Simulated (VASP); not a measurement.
# BN (R3m) in VASP: a series of runs

Runs on BN. Level: PBEsol. Tasks: vibrations by perturbation theory.

Everything below comes from runs of VASP 6.6.1. Logs are shortened: lines on timing, memory, paths and dates and some standing lists are left out, and cuts for length are marked.

### Step 1. The cell of the first run

It takes space group R3m (No. 160, trigonal). The conventional cell has a = 2.500 Å, b = 2.500 Å, c = 9.551 Å, α = 90.00°, β = 90.00°, γ = 120.00°. Within 1.9 Å of B (site symmetry 3m) lie 3 N at 1.44 Å. N (site symmetry 3m) has 3 B at 1.44 Å within 1.9 Å.

### Step 2. Vibrations by perturbation theory, PBEsol

The input, INCAR:

```
PREC = Accurate
ENCUT = 520
EDIFF = 1E-8
ISMEAR = 0
SIGMA = 0.01
LREAL = F
LASPH = T
NELM = 100
ALGO = Normal
ISIF = 2
LWAVE = F
LCHARG = F
GGA = PS
NBANDS = 11
IBRION = 8
NSW = 1
LEPSILON = T
```

The input, KPOINTS:

```
regular mesh
0
Gamma
  12 12 12
```

The input, POSCAR:

```
BN
1.0
    1.2499660108      0.7216682128      3.1836702902
   -1.2499660108      0.7216682128      3.1836702902
    0.0000000000     -1.4433364256      3.1836702903
B N
1 1
Direct
    0.9997780802      0.9997780802      0.9997780802
    0.3326549198      0.3326549198      0.3326549198
```

Potentials or basis: VASP PAW PBE potentials, release 64 (B, N).

The run is started by

```sh
cat potpaw_PBE.64/B/POTCAR potpaw_PBE.64/N/POTCAR > POTCAR
mpirun -np 1 vasp_std > vasp.out
```

OUTCAR:

```text
PREC = Accurate
   ENCUT = 520
   EDIFF = 1E-8
   ISMEAR = 0
   LREAL = F
   LASPH = T
   NELM = 100
   ISIF = 2
   GGA = PS
   IBRION = 8
   NSW = 1
   LEPSILON = T

 ion  position               nearest neighbor table
   1  1.000  1.000  1.000-   2 1.44   2 1.44   2 1.44
   2  0.333  0.333  0.333-   1 1.44   1 1.44   1 1.44

  LATTYP: Found a trigonal (rhomboedric) cell.
 ALAT       =     3.4955652696
 COS(alpha) =     0.7442641745

  Lattice vectors:

 A1 = (   1.2499660108,   0.7216682128,   3.1836702902)
 A2 = (  -1.2499660108,   0.7216682128,   3.1836702902)
 A3 = (   0.0000000000,  -1.4433364256,   3.1836702903)

Analysis of symmetry for initial positions (statically):
=====================================================================
 Subroutine PRICEL returns:
 Original cell was already a primitive cell.

 Routine SETGRP: Setting up the symmetry group for a
 trigonal (rhombohedral) supercell.

 Subroutine GETGRP returns: Found  6 space group operations
 (whereof  6 operations were pure point group operations)
 out of a pool of 12 trial point group operations.

The static configuration has the point symmetry C_3v.

Analysis of symmetry for dynamics (positions and initial velocities):
=====================================================================
 Subroutine PRICEL returns:
 Original cell was already a primitive cell.

 Routine SETGRP: Setting up the symmetry group for a
 trigonal (rhombohedral) supercell.

 Subroutine GETGRP returns: Found  6 space group operations
 (whereof  6 operations were pure point group operations)
 out of a pool of 12 trial point group operations.

The dynamic configuration has the point symmetry C_3v.

 Subroutine INISYM returns: Found  6 space group operations
 (whereof  6 operations are pure point group operations),
 and found     1 'primitive' translations

----------------------------------------------------------------------------------------
[... 578 lines left out ...]
     0.00000  0.00000  0.67981

 MACROSCOPIC STATIC DIELECTRIC TENSOR (including local field effects in DFT)
 ------------------------------------------------------
           4.996193     0.000000     0.000000
           0.000000     4.996193    -0.000000
          -0.000000    -0.000000     2.890123
 ------------------------------------------------------

 PIEZOELECTRIC TENSOR (including local field effects)  for field in x, y, z        (e  Angst)
          XX          YY          ZZ          XY          YZ          ZX
  --------------------------------------------------------------------------------
  x     0.00000     0.00000     0.00000     1.25096     0.00000     0.02787
  y     1.25096    -1.25096    -0.00000     0.00000     0.02787     0.00000
  z     0.05520     0.05520    -0.15529     0.00000    -0.00000     0.00000

 PIEZOELECTRIC TENSOR (including local field effects)  for field in x, y, z        (C/m^2)
          XX          YY          ZZ          XY          YZ          ZX
  --------------------------------------------------------------------------------
  x     0.00000     0.00000     0.00000     1.16315     0.00000     0.02591
  y     1.16315    -1.16315    -0.00000     0.00000     0.02591     0.00000
  z     0.05132     0.05132    -0.14439     0.00000    -0.00000     0.00000

 BORN EFFECTIVE CHARGES (including local field effects) (in |e|, cummulative output)
 ---------------------------------------------------------------------------------
 ion    1
    1     2.69498     0.00000     0.00000
    2     0.00000     2.69498    -0.00000
    3     0.00000    -0.00000     0.77547
 ion    2
    1    -2.69498     0.00000     0.00000
    2     0.00000    -2.69498     0.00000
    3     0.00000     0.00000    -0.77547

 INTERNAL STRAIN TENSOR FOR ION    2 for displacements in x,y,z  (eV/Angst):
          X           Y           Z          XY          YZ          ZX
  --------------------------------------------------------------------------------
  x     0.00000     0.00000     0.00000    13.41582     0.00000     0.09647
  y    13.41582   -13.41582    -0.00000     0.00000    -0.02251    -0.00000
  z    -0.13766    -0.13766     0.67981     0.00000     0.00000     0.00000

 SECOND DERIVATIVES (NOT SYMMETRIZED)
 ------------------------------------
               1X          1Y          1Z          2X          2Y          2Z
  1X   -42.205714    0.000000    0.000000   42.205714    0.000000    0.000000
  1Y     0.000000  -42.205714    0.000000    0.000000   42.205714   -0.000000
  1Z     0.000000    0.000000  -12.206655    0.000000   -0.000000   12.206655
  2X    42.215262    0.000000    0.000000  -42.215262    0.000000    0.000000
  2Y     0.000000   42.215262   -0.000000    0.000000  -42.215262    0.000000
  2Z     0.000000   -0.000000   12.207986    0.000000    0.000000  -12.207986

 Eigenvectors and eigenvalues of the dynamical matrix
 ----------------------------------------------------

   1 f  =   41.122185 THz   258.378307 2PiTHz 1371.688432 cm-1   170.067614 meV
             X         Y         Z           dx          dy          dz
      0.000000  0.000000  9.548891    -0.751151   -0.000000    0.000000
      0.000000  0.000000  3.177191     0.660130   -0.000000    0.000000
[... 21 lines left out ...]
   6 f/i=    0.002306 THz     0.014490 2PiTHz    0.076925 cm-1     0.009538 meV
             X         Y         Z           dx          dy          dz
      0.000000  0.000000  9.548891    -0.055144    0.657823   -0.000000
      0.000000  0.000000  3.177191    -0.062747    0.748526   -0.000000

--------------------------------------------------------------------------------------------------------

 MACROSCOPIC STATIC DIELECTRIC TENSOR IONIC CONTRIBUTION
 ------------------------------------------------------
           1.806925     0.000000    -0.000000
           0.000000     1.806925    -0.000000
          -0.000000    -0.000000     0.517324
 ------------------------------------------------------

 ELASTIC MODULI CONTR FROM IONIC RELAXATION (kBar)
 Direction    XX          YY          ZZ          XY          YZ          ZX
 --------------------------------------------------------------------------------
 XX        -394.8482    394.5589      0.7028     -0.0000      0.0468     -0.0000
 YY         394.5589   -394.8482      0.7028      0.0000     -0.0468      0.0000
 ZZ           0.7028      0.7028     -3.4149     -0.0000     -0.0000     -0.0000
 XY          -0.0000      0.0000     -0.0000   -394.7035     -0.0000     -1.9239
 YZ           0.0468     -0.0468     -0.0000     -0.0000     -0.0000     -0.0000
 ZX          -0.0000      0.0000     -0.0000     -1.9239     -0.0000     -0.0094
 --------------------------------------------------------------------------------

 PIEZOELECTRIC TENSOR IONIC CONTR  for field in x, y, z        (C/m^2)
          XX          YY          ZZ          XY          YZ          ZX
  --------------------------------------------------------------------------------
  x    -0.00000     0.00000    -0.00000    -0.79465    -0.00000    -0.00387
  y    -0.79465     0.79465     0.00000    -0.00000     0.00009    -0.00000
  z     0.00814     0.00814    -0.03955     0.00000    -0.00000     0.00000
```

OSZICAR:

```text
N       E                     dE             d eps       ncg     rms          rms(c)
DAV:   1     0.125004167977E+02    0.12500E+02   -0.47334E+03  4214   0.692E+02
DAV:   2    -0.192298233745E+02   -0.31730E+02   -0.30535E+02  4977   0.163E+02
DAV:   3    -0.199742885492E+02   -0.74447E+00   -0.74332E+00  5092   0.227E+01
DAV:   4    -0.199762524531E+02   -0.19639E-02   -0.19639E-02  4523   0.129E+00
[... 162 lines left out ...]
RMM:   6    -0.244715437050E+00   -0.56115E-05   -0.88874E-08  6978   0.169E-03    0.459E-04
RMM:   7    -0.244716913081E+00   -0.14760E-05   -0.48858E-08  7060   0.622E-04    0.702E-05
RMM:   8    -0.244717344494E+00   -0.43141E-06   -0.43901E-08  6901   0.135E-04    0.396E-05
RMM:   9    -0.244717313816E+00    0.30678E-07   -0.44123E-08  6806   0.116E-04    0.255E-06
RMM:  10    -0.244717318755E+00   -0.49395E-08   -0.44142E-08  7157   0.798E-05    0.147E-06
 Linear response finished
```

It took 9.8 min on 1 thread of Intel Xeon 6975P-C (Granite Rapids), shared host; peak memory 0.48 GiB.

What came out:

```
Electronic dielectric tensor (diagonal)                 : 5.00, 5.00, 2.89
Born charges (mean of the diagonal)                     : B +2.06; N -2.06 e
Highest phonon frequency at Γ, LO-TO splitting left out : 1372 cm⁻¹
```

Phonon frequencies in cm⁻¹ (negative: imaginary):
| q point | frequencies |
| --- | --- |
| (0.000, 0.000, 0.000) | 0 0 0 738 1372 1372 |

Electronic dielectric tensor:
```
5.00 0.00 0.00
0.00 5.00 0.00
0.00 0.00 2.89
```

Born effective charge tensors (e):
atom 1, B
```
2.69 0.00 0.00
0.00 2.69 0.00
0.00 0.00 0.78
```
atom 2, N
```
-2.69  0.00  0.00
 0.00 -2.69  0.00
 0.00  0.00 -0.78
```

Caveat: the cell wasn't relaxed at this level first, which shifts response properties; the PAW data sets were made with another functional, which shifts forces and pressure a little.

### Step 3. Vibrations by perturbation theory, PBEsol

This run uses another cell than the first one, of 7.45 Å³/atom, 0.865 times its volume.

The input, INCAR:

```
PREC = Accurate
ENCUT = 520
EDIFF = 1E-8
ISMEAR = 0
SIGMA = 0.01
LREAL = False
LASPH = True
NELM = 100
ALGO = Normal
ISIF = 2
LWAVE = False
LCHARG = False
GGA = PS
IBRION = 8
NSW = 1
LEPSILON = True
```

The input, KPOINTS:

```
Automatic mesh
0
Gamma
  12 12 12
```

The input, POSCAR:

```
BN
1.0
    1.2413840795      0.7167134325      2.7913432482
   -1.2413840795      0.7167134325      2.7913432482
    0.0000000000     -1.4334268649      2.7913432482
B N
1 1
Direct
    1.0006713392      1.0006713392      1.0006713392
    0.3317616608      0.3317616608      0.3317616608
```

Potentials or basis: VASP PAW PBE potentials, release 64 (B, N).

The run is started by

```sh
cat potpaw_PBE.64/B/POTCAR potpaw_PBE.64/N/POTCAR > POTCAR
mpirun -np 1 vasp_std > vasp.out
```

OUTCAR:

```text
PREC = Accurate
   ENCUT = 520
   EDIFF = 1E-8
   ISMEAR = 0
   LREAL = False
   LASPH = True
   NELM = 100
   ISIF = 2
   GGA = PS
   IBRION = 8
   NSW = 1
   LEPSILON = True

 ion  position               nearest neighbor table
   1  0.001  0.001  0.001-   2 1.43   2 1.43   2 1.43
   2  0.332  0.332  0.332-   1 1.43   1 1.43   1 1.43

  LATTYP: Found a trigonal (rhomboedric) cell.
 ALAT       =     3.1378829976
 COS(alpha) =     0.6869823358

  Lattice vectors:

 A1 = (   1.2413840795,   0.7167134325,   2.7913432482)
 A2 = (  -1.2413840795,   0.7167134325,   2.7913432482)
 A3 = (   0.0000000000,  -1.4334268649,   2.7913432482)

Analysis of symmetry for initial positions (statically):
=====================================================================
 Subroutine PRICEL returns:
 Original cell was already a primitive cell.

 Routine SETGRP: Setting up the symmetry group for a
 trigonal (rhombohedral) supercell.

 Subroutine GETGRP returns: Found  6 space group operations
 (whereof  6 operations were pure point group operations)
 out of a pool of 12 trial point group operations.

The static configuration has the point symmetry C_3v.

Analysis of symmetry for dynamics (positions and initial velocities):
=====================================================================
 Subroutine PRICEL returns:
 Original cell was already a primitive cell.

 Routine SETGRP: Setting up the symmetry group for a
 trigonal (rhombohedral) supercell.

 Subroutine GETGRP returns: Found  6 space group operations
 (whereof  6 operations were pure point group operations)
 out of a pool of 12 trial point group operations.

The dynamic configuration has the point symmetry C_3v.

 Subroutine INISYM returns: Found  6 space group operations
 (whereof  6 operations are pure point group operations),
 and found     1 'primitive' translations

----------------------------------------------------------------------------------------

                                     Primitive cell

  volume of cell :      14.9010

  direct lattice vectors                    reciprocal lattice vectors
     1.241384079  0.716713432  2.791343248     0.402776230  0.232542965  0.119416820
    -1.241384079  0.716713432  2.791343248    -0.402776230  0.232542965  0.119416820
     0.000000000 -1.433426865  2.791343248     0.000000000 -0.465085930  0.119416820

  length of vectors
     3.137882998  3.137882998  3.137882998     0.480172156  0.480172156  0.480172156

  position of ions in fractional coordinates (direct lattice)
     0.000671339  0.000671339  0.000671339
     0.331761661  0.331761661  0.331761661

  ion indices of the primitive-cell ions
   primitive index   ion index
                 1           1
[... 463 lines left out ...]

--------------------------------------- Ionic step        7  -------------------------------------------

------------------------ aborting loop because EDIFF is reached ----------------------------------------

[... ionic steps 8 to 8 ...]

--------------------------------------- Ionic step        9  -------------------------------------------

 Free energy of the ion-electron system (eV)
  ---------------------------------------------------
  ---------------------------------------------------
  free energy    TOTEN  =        -0.23996590 eV

  energy without entropy =       -0.23996590

------------------------ aborting loop because EDIFF is reached ----------------------------------------

 INTERNAL STRAIN TENSOR  FOR ION    2  DIRECTION 3   (eV/Angst):
 -----------------------------------------------------------------------------
    -0.35390  0.00000 -0.00000
    -0.00000 -0.35390  0.00000
     0.00000  0.00000  2.40035

 MACROSCOPIC STATIC DIELECTRIC TENSOR (including local field effects in DFT)
 ------------------------------------------------------
           5.426045     0.000000     0.000000
           0.000000     5.426045     0.000000
           0.000000     0.000000     3.688578
 ------------------------------------------------------

 PIEZOELECTRIC TENSOR (including local field effects)  for field in x, y, z        (e  Angst)
          XX          YY          ZZ          XY          YZ          ZX
  --------------------------------------------------------------------------------
  x     0.00000     0.00000     0.00000     1.22046    -0.00000     0.06396
  y     1.22046    -1.22046    -0.00000     0.00000     0.06396     0.00000
  z     0.15883     0.15883    -0.43647     0.00000    -0.00000     0.00000

 PIEZOELECTRIC TENSOR (including local field effects)  for field in x, y, z        (C/m^2)
          XX          YY          ZZ          XY          YZ          ZX
  --------------------------------------------------------------------------------
  x     0.00000     0.00000     0.00000     1.31225    -0.00000     0.06877
  y     1.31225    -1.31225    -0.00000     0.00000     0.06877     0.00000
  z     0.17078     0.17078    -0.46930     0.00000    -0.00000     0.00000

 BORN EFFECTIVE CHARGES (including local field effects) (in |e|, cummulative output)
 ---------------------------------------------------------------------------------
 ion    1
    1     2.66277     0.00000     0.00000
    2     0.00000     2.66277     0.00000
    3     0.00000     0.00000     1.12371
 ion    2
    1    -2.66277     0.00000     0.00000
    2     0.00000    -2.66277    -0.00000
    3     0.00000    -0.00000    -1.12371

 INTERNAL STRAIN TENSOR FOR ION    2 for displacements in x,y,z  (eV/Angst):
          X           Y           Z          XY          YZ          ZX
  --------------------------------------------------------------------------------
  x     0.00000     0.00000    -0.00000    15.01512     0.00000     0.61582
  y    15.01512   -15.01512     0.00000    -0.00000     0.39585     0.00000
  z    -0.35390    -0.35390     2.40035     0.00000     0.00000     0.00000

 SECOND DERIVATIVES (NOT SYMMETRIZED)
 ------------------------------------
               1X          1Y          1Z          2X          2Y          2Z
  1X   -44.544303    0.000000   -0.000000   44.544303    0.000000    0.000000
  1Y     0.000000  -44.544303   -0.000000    0.000000   44.544303    0.000000
  1Z     0.000000   -0.000000  -10.377535    0.000000    0.000000   10.377535
  2X    44.556986    0.000000   -0.000000  -44.556986    0.000000    0.000000
  2Y     0.000000   44.556986    0.000000    0.000000  -44.556986   -0.000000
  2Z     0.000000    0.000000   10.377242    0.000000   -0.000000  -10.377242

 Eigenvectors and eigenvalues of the dynamical matrix
 ----------------------------------------------------

   1 f  =   42.246640 THz   265.443467 2PiTHz 1409.196221 cm-1   174.717985 meV
             X         Y         Z           dx          dy          dz
      0.000000  0.000000  0.005622     0.751141   -0.000000   -0.000000
      0.000000  0.000000  2.778182    -0.660141    0.000000   -0.000000
[... 21 lines left out ...]
   6 f/i=    0.002982 THz     0.018736 2PiTHz    0.099468 cm-1     0.012332 meV
             X         Y         Z           dx          dy          dz
      0.000000  0.000000  0.005622    -0.641738    0.154788   -0.000000
      0.000000  0.000000  2.778182    -0.730201    0.176125   -0.000000

--------------------------------------------------------------------------------------------------------

 MACROSCOPIC STATIC DIELECTRIC TENSOR IONIC CONTRIBUTION
 ------------------------------------------------------
           1.932695     0.000000     0.000000
           0.000000     1.932695     0.000000
           0.000000     0.000000     1.477638
 ------------------------------------------------------

 ELASTIC MODULI CONTR FROM IONIC RELAXATION (kBar)
 Direction    XX          YY          ZZ          XY          YZ          ZX
 --------------------------------------------------------------------------------
 XX        -542.8674    540.2491      8.8233     -0.0000    -15.6852     -0.0000
 YY         540.2491   -542.8674      8.8233      0.0000     15.6852      0.0000
 ZZ           8.8233      8.8233    -59.4660      0.0000     -0.0000      0.0000
 XY          -0.0000      0.0000      0.0000   -541.5582     -0.0000    -20.1655
 YZ         -15.6852     15.6852     -0.0000     -0.0000     -0.4543     -0.0000
 ZX          -0.0000      0.0000      0.0000    -20.1655     -0.0000     -0.7509
 --------------------------------------------------------------------------------

 PIEZOELECTRIC TENSOR IONIC CONTR  for field in x, y, z        (C/m^2)
          XX          YY          ZZ          XY          YZ          ZX
  --------------------------------------------------------------------------------
  x    -0.00000     0.00000     0.00000    -0.96267    -0.00000    -0.03585
  y    -0.96267     0.96267    -0.00000    -0.00000    -0.02788    -0.00000
  z     0.04139     0.04139    -0.27893     0.00000    -0.00000     0.00000
```

Run time: 9.2 min. Hardware: 1 thread of Intel Xeon 8259CL, shared host; peak memory 0.39 GiB.

Results:

* Electronic dielectric tensor (diagonal): 5.43, 5.43, 3.69
* Born charges (mean of the diagonal): B +2.15; N -2.15 e
* Highest phonon frequency at Γ, LO-TO splitting left out: 1409 cm⁻¹

Phonon frequencies in cm⁻¹ (negative: imaginary):
```csv
q point,frequencies
"(0.000, 0.000, 0.000)",0 0 0 680 1409 1409
```

Electronic dielectric tensor:
```
5.43 0.00 0.00
0.00 5.43 0.00
0.00 0.00 3.69
```

Born effective charge tensors (e):
atom 1, B
```
2.66 0.00 0.00
0.00 2.66 0.00
0.00 0.00 1.12
```
atom 2, N
```
-2.66  0.00  0.00
 0.00 -2.66  0.00
 0.00  0.00 -1.12
```

Caveat: the cell wasn't relaxed at this level first, which shifts response properties; the PAW data sets were made with another functional, which shifts forces and pressure a little.

(Continued in part 2 of 2.)
